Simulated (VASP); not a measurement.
# W in VASP: further runs

W is run at these levels: PBE; tasks: electric field gradients.

Everything below comes from runs of VASP 6.6.1. Logs are shortened: lines on timing, memory, paths and dates and some standing lists are left out, and cuts for length are marked.

### 1 The cell of the first run

Symmetry: I4/mmm, No. 139, tetragonal system. The conventional cell has a = 2.813 Å, b = 2.813 Å, c = 4.060 Å, α = 90.00°, β = 90.00°, γ = 90.00°. Within 3.7 Å of W (site symmetry 4/mmm) lie 12 W at 2.81 to 2.84 Å.

### 2 Electric field gradients, PBE (equal xx and yy strain of -2 %)

File INCAR:

```
PREC     = Accurate       # precision mode
ENCUT    = 520            # plane-wave cutoff, eV
EDIFF    = 1E-8           # SCF threshold, eV
ISMEAR   = -1             # smearing method
SIGMA    = 0.05           # smearing width, eV
LREAL    = F              # projectors in reciprocal space
LASPH    = T              # aspherical terms in the spheres
NELM     = 80             # most SCF steps
ALGO     = Normal         # electronic algorithm
ISIF     = 2              # what is computed and relaxed
LWAVE    = F              # write WAVECAR
LCHARG   = F              # write CHGCAR
GGA      = PE             # functional
LEFG     = T            
NBANDS   = 13             # bands
```

File KPOINTS:

```
regular mesh
0
Gamma
  14 14 14
```

File POSCAR:

```
W
1.0
    0.0000000000      1.9894000000      2.0300000000
    1.9894000000      0.0000000000      2.0300000000
    1.9894000000      1.9894000000      0.0000000000
W
1
Direct
    0.0000000000      0.0000000000      0.0000000000
```

Potentials or basis: VASP PAW PBE potentials, release 64 (W_sv).

The run is started by

```console
$ cat potpaw_PBE.64/W_sv/POTCAR > POTCAR
$ mpirun -np 1 vasp_std > vasp.out
```

OUTCAR:

```text
PREC = Accurate
   ENCUT = 520
   EDIFF = 1E-8
   ISMEAR = -1
   LREAL = F
   LASPH = T
   NELM = 80
   ISIF = 2
   GGA = PE

 ion  position               nearest neighbor table
   1  0.000  0.000  0.000-

  LATTYP: Found a body centered tetragonal cell.
 ALAT       =     2.8134364610
 C/A-ratio  =     1.4430750636

  Lattice vectors:

 A1 = (  -1.9894000000,   0.0000000000,   2.0300000000)
 A2 = (   1.9894000000,   0.0000000000,   2.0300000000)
 A3 = (   0.0000000000,   1.9894000000,  -2.0300000000)

Analysis of symmetry for initial positions (statically):
=====================================================================
 Subroutine PRICEL returns:
 Original cell was already a primitive cell.

 Routine SETGRP: Setting up the symmetry group for a
 body centered tetragonal supercell.

 Subroutine GETGRP returns: Found 16 space group operations
 (whereof 16 operations were pure point group operations)
 out of a pool of 16 trial point group operations.

The static configuration has the point symmetry D_4h.

Analysis of symmetry for dynamics (positions and initial velocities):
=====================================================================
 Subroutine PRICEL returns:
 Original cell was already a primitive cell.

 Routine SETGRP: Setting up the symmetry group for a
 body centered tetragonal supercell.

 Subroutine GETGRP returns: Found 16 space group operations
 (whereof 16 operations were pure point group operations)
 out of a pool of 16 trial point group operations.

The dynamic configuration has the point symmetry D_4h.

 Subroutine INISYM returns: Found 16 space group operations
 (whereof 16 operations are pure point group operations),
 and found     1 'primitive' translations

----------------------------------------------------------------------------------------

                                     Primitive cell

  volume of cell :      16.0683

  direct lattice vectors                    reciprocal lattice vectors
     0.000000000  1.989400000  2.030000000    -0.251332060  0.251332060  0.246305419
     1.989400000  0.000000000  2.030000000     0.251332060 -0.251332060  0.246305419
     1.989400000  1.989400000  0.000000000     0.251332060  0.251332060 -0.246305419

  length of vectors
     2.842289985  2.842289985  2.813436461     0.432437242  0.432437242  0.432437242

[... 120 lines left out ...]
  ext. energy  EPLUGINS =         0.00000000
  ---------------------------------------------------
  free energy    TOTEN  =       -12.47219365 eV

  energy without entropy =      -12.46261071  energy(sigma->0) =      -12.46740218

 E-fermi :  10.7773     XC(G=0): -13.5537

 val. band max:       10.7719403429   @ k =  -0.4286   0.1429   0.0000
 cond. band min:      10.7827313216   @ k =  -0.1429   0.0000   0.0714
 fundamental gap:      0.0107909788
 Fermi energy:        10.7773033319

 k-point     1 :       0.0000    0.0000    0.0000
  band No.  band energies     occupation
      1     -62.8519      2.00000
      2     -26.4691      2.00000
      3     -26.4471      2.00000
      4     -26.4471      2.00000
      5       1.6794      2.00000
      6      10.0181      2.00000
      7      10.2928      1.99988
      8      10.2928      1.99988
      9      13.2049      0.00000
     10      13.6249      0.00000
     11      23.6007      0.00000
     12      28.4682      0.00000
     13      29.1499      0.00000
[... 354 lines left out ...]
  band No.  band energies     occupation
      1     -62.7847      2.00000
      2     -27.0784      2.00000
      3     -26.6134      2.00000
      4     -26.6048      2.00000
      5       4.4169      2.00000
      6       8.3875      2.00000
      7      10.2530      1.99994
      8      11.5286      0.00000
      9      12.8203      0.00000
     10      14.5758      0.00000
     11      25.6094      0.00000
     12      28.4990      0.00000
     13      30.9755      0.00000

 [... further k-points ...]
[... 5 lines left out ...]
  --------------------------------------------------------------------------------------
  -------------------------------------------------------------------------------------
  Total        0.5482448      0.5482448      1.1766035      0.0000000      0.0000000      0.0000000
  in kB       54.6656941     54.6656941    117.3195643      0.0000000      0.0000000      0.0000000
  external PRESSURE =      75.5503175 kB  Pullay stress =       0.0000000 kB

 VOLUME and BASIS-vectors are now :
 -----------------------------------------------------------------------------
  energy-cutoff  :      520.00
  volume of cell :       16.07
      direct lattice vectors                 reciprocal lattice vectors
     0.000000000  1.989400000  2.030000000    -0.251332060  0.251332060  0.246305419
     1.989400000  0.000000000  2.030000000     0.251332060 -0.251332060  0.246305419
     1.989400000  1.989400000  0.000000000     0.251332060  0.251332060 -0.246305419

 POSITION                                       TOTAL-FORCE (eV/Angst)
 -----------------------------------------------------------------------------------
      0.00000      0.00000      0.00000         0.000000     -0.000000      0.000000
 -----------------------------------------------------------------------------------
    total drift:                                0.000000     -0.000000      0.000000

  FREE ENERGIE OF THE ION-ELECTRON SYSTEM (eV)
  ---------------------------------------------------
  free  energy   TOTEN  =       -12.4721936506 eV

  energy  without entropy=      -12.4626107135  energy(sigma->0) =      -12.46740218

 Electric field gradients (V/A^2)
---------------------------------------------------------------------
 ion       V_xx      V_yy      V_zz      V_xy      V_xz      V_yz
---------------------------------------------------------------------
   1       7.186     7.186   -14.371     0.000    -0.000    -0.000
---------------------------------------------------------------------

 Electric field gradients after diagonalization (V/A^2)
 (convention: |V_zz| > |V_xx| > |V_yy|)
----------------------------------------------------------------------
 ion       V_xx      V_yy      V_zz     asymmetry (V_yy - V_xx)/ V_zz
----------------------------------------------------------------------
   1       7.186     7.186   -14.371       0.000
----------------------------------------------------------------------

           NMR quadrupolar parameters

 Cq : quadrupolar parameter    Cq=e*Q*V_zz/h
 eta: asymmetry parameters     (V_yy - V_xx)/ V_zz
 Q  : nuclear electric quadrupole moment in mb (millibarn)
----------------------------------------------------------------------
 ion       Cq(MHz)       eta       Q (mb)
----------------------------------------------------------------------
   1      -0.035       0.000       1.000
----------------------------------------------------------------------
```

OSZICAR:

```text
N       E                     dE             d eps       ncg     rms          rms(c)
DAV:   1     0.854270970565E+02    0.85427E+02   -0.74415E+03  6376   0.122E+03
DAV:   2    -0.113963616989E+02   -0.96823E+02   -0.93239E+02  7019   0.317E+02
DAV:   3    -0.130666666365E+02   -0.16703E+01   -0.16622E+01  7054   0.402E+01
DAV:   4    -0.130738801817E+02   -0.72135E-02   -0.72134E-02  7039   0.290E+00
DAV:   5    -0.130739417468E+02   -0.61565E-04   -0.61564E-04  7194   0.254E-01    0.198E+01
DAV:   6    -0.125977748322E+02    0.47617E+00   -0.40258E-01  6779   0.844E+00    0.788E+00
DAV:   7    -0.124763940774E+02    0.12138E+00   -0.20274E-01  7129   0.564E+00    0.518E-01
DAV:   8    -0.124722224477E+02    0.41716E-02   -0.40222E-03  6459   0.826E-01    0.629E-02
DAV:   9    -0.124721947253E+02    0.27722E-04   -0.85701E-05  7488   0.108E-01    0.401E-02
DAV:  10    -0.124721932211E+02    0.15042E-05   -0.11880E-05  6809   0.456E-02    0.317E-03
DAV:  11    -0.124721937942E+02   -0.57309E-06   -0.19005E-07  6664   0.549E-03    0.487E-04
DAV:  12    -0.124721936501E+02    0.14410E-06   -0.45973E-09  5117   0.858E-04    0.121E-04
DAV:  13    -0.124721936506E+02   -0.55934E-09   -0.37064E-10  3522   0.274E-04
   1 F= -.12472194E+02 E0= -.12467402E+02  d E =-.958294E-02
```

stdout:

```text
POSCAR found type information on POSCAR W
 POSCAR found :  1 types and       1 ions
 scaLAPACK will be used
 LDA part: xc-table for (Slater+PW92), standard interpolation
 POSCAR, INCAR and KPOINTS ok, starting setup
 FFT: planning ... GRIDC
 FFT: planning ... GRID_SOFT
 FFT: planning ... GRID
 WAVECAR not read
 entering main loop
ion   1
```

Run time: 15 s. Hardware: 1 thread of Intel Xeon 6975P-C (Granite Rapids), shared host; peak memory 0.17 GiB.

What came out:

```
Free energy            : -12.4722 eV
Pressure               : 7.6 GPa
Band gap on the k mesh : zero (band 7 reaches 14.09 eV, above the bottom of band 8 at 10.29 eV)
```

Electric field gradients, principal values (V/Å²):
```
atom  least  middle  greatest (by size)
 1 W  7.186   7.186             -14.371
```

Caveat: the cell differs from its parent crystal (equal xx and yy strain of -2 %); without QUAD_EFG the Cq values of the log hold for a quadrupole moment of 1 mb, not for the nuclei; spin-orbit coupling is left out, which moves the levels of the heavy elements.

### 3 Electric field gradients, PBE (equal xx and yy strain of +1 %)

File INCAR:

```
PREC = Accurate
ENCUT = 520
EDIFF = 1E-8
ISMEAR = -1
SIGMA = 0.05
LREAL = F
LASPH = T
NELM = 80
ALGO = Normal
ISIF = 2
LWAVE = F
LCHARG = F
GGA = PE
LEFG = T
NBANDS = 13
```

KPOINTS is that of step 2.

File POSCAR:

```
W
1.0
    0.0000000000      2.0503000000      2.0300000000
    2.0503000000      0.0000000000      2.0300000000
    2.0503000000      2.0503000000      0.0000000000
W
1
Direct
    0.0000000000      0.0000000000      0.0000000000
```

Potentials or basis: VASP PAW PBE potentials, release 64 (W_sv).

The run is started by

```console
$ cat potpaw_PBE.64/W_sv/POTCAR > POTCAR
$ mpirun -np 1 vasp_std > vasp.out
```

OUTCAR:

```text
PREC = Accurate
   ENCUT = 520
   EDIFF = 1E-8
   ISMEAR = -1
   LREAL = F
   LASPH = T
   NELM = 80
   ISIF = 2
   GGA = PE

 ion  position               nearest neighbor table
   1  0.000  0.000  0.000-

  LATTYP: Found a body centered tetragonal cell.
 ALAT       =     2.8995620669
 C/A-ratio  =     1.4002114479

  Lattice vectors:

 A1 = (   0.0000000000,  -2.0503000000,  -2.0300000000)
 A2 = (   0.0000000000,   2.0503000000,  -2.0300000000)
 A3 = (   2.0503000000,   0.0000000000,   2.0300000000)

Analysis of symmetry for initial positions (statically):
=====================================================================
 Subroutine PRICEL returns:
 Original cell was already a primitive cell.

 Routine SETGRP: Setting up the symmetry group for a
 body centered tetragonal supercell.

 Subroutine GETGRP returns: Found 16 space group operations
 (whereof 16 operations were pure point group operations)
[... 564 lines left out ...]

 VOLUME and BASIS-vectors are now :
 -----------------------------------------------------------------------------
  energy-cutoff  :      520.00
  volume of cell :       17.07
      direct lattice vectors                 reciprocal lattice vectors
     0.000000000  2.050300000  2.030000000    -0.243866751  0.243866751  0.246305419
     2.050300000  0.000000000  2.030000000     0.243866751 -0.243866751  0.246305419
     2.050300000  2.050300000  0.000000000     0.243866751  0.243866751 -0.246305419

 POSITION                                       TOTAL-FORCE (eV/Angst)
 -----------------------------------------------------------------------------------
      0.00000      0.00000      0.00000         0.000000      0.000000     -0.000000
 -----------------------------------------------------------------------------------
    total drift:                                0.000000      0.000000      0.000000

  FREE ENERGIE OF THE ION-ELECTRON SYSTEM (eV)
  ---------------------------------------------------
  free  energy   TOTEN  =       -12.4609873154 eV

  energy  without entropy=      -12.4498610845  energy(sigma->0) =      -12.45542420

 Electric field gradients (V/A^2)
---------------------------------------------------------------------
 ion       V_xx      V_yy      V_zz      V_xy      V_xz      V_yz
---------------------------------------------------------------------
   1      -2.541    -2.541     5.082    -0.000    -0.000    -0.000
---------------------------------------------------------------------

 Electric field gradients after diagonalization (V/A^2)
 (convention: |V_zz| > |V_xx| > |V_yy|)
----------------------------------------------------------------------
 ion       V_xx      V_yy      V_zz     asymmetry (V_yy - V_xx)/ V_zz
----------------------------------------------------------------------
   1      -2.541    -2.541     5.082       0.000
----------------------------------------------------------------------

           NMR quadrupolar parameters

 Cq : quadrupolar parameter    Cq=e*Q*V_zz/h
 eta: asymmetry parameters     (V_yy - V_xx)/ V_zz
 Q  : nuclear electric quadrupole moment in mb (millibarn)
----------------------------------------------------------------------
 ion       Cq(MHz)       eta       Q (mb)
----------------------------------------------------------------------
   1       0.012       0.000       1.000
----------------------------------------------------------------------
```

stdout:

```text
POSCAR found type information on POSCAR W
 POSCAR found :  1 types and       1 ions
 scaLAPACK will be used
 LDA part: xc-table for (Slater+PW92), standard interpolation
 POSCAR, INCAR and KPOINTS ok, starting setup
 FFT: planning ... GRIDC
 FFT: planning ... GRID_SOFT
 FFT: planning ... GRID
 WAVECAR not read
 entering main loop
ion   1
```

Run time: 16 s. Hardware: 1 thread of Intel Xeon 6975P-C (Granite Rapids), shared host; peak memory 0.17 GiB.

Results:

| Property | Result |
| --- | --- |
| Free energy | -12.4610 eV |
| Pressure | -9.4 GPa |
| Band gap on the k mesh | zero (band 7 reaches 12.93 eV, above the bottom of band 8 at 9.50 eV) |

Levels at points of the mesh, in eV from the Fermi level:
```csv
k point,band 4,band 5,band 6,band 7,band 8,band 9,band 10,band 11
"(0.00, 0.00, 0.00)",-37.42,-8.78,-0.55,-0.55,-0.42,2.35,2.54,12.74
"(0.50, 0.00, 0.00)",-37.55,-5.39,-0.78,-0.64,0.53,4.74,4.82,9.72
"(0.50, 0.50, 0.00)",-37.80,-5.20,-4.29,2.98,4.73,5.47,5.47,11.32
"(0.50, 0.00, 0.50)",-37.77,-5.21,-4.26,2.78,4.75,5.39,5.53,11.40
```

Electric field gradients, principal values (V/Å²):
```csv
atom,least,middle,greatest (by size)
1 W,-2.541,-2.541,5.082
```

Caveat: the cell differs from its parent crystal (equal xx and yy strain of +1 %); without QUAD_EFG the Cq values of the log hold for a quadrupole moment of 1 mb, not for the nuclei; spin-orbit coupling is left out, which moves the levels of the heavy elements.

[end of part 1 of 2]
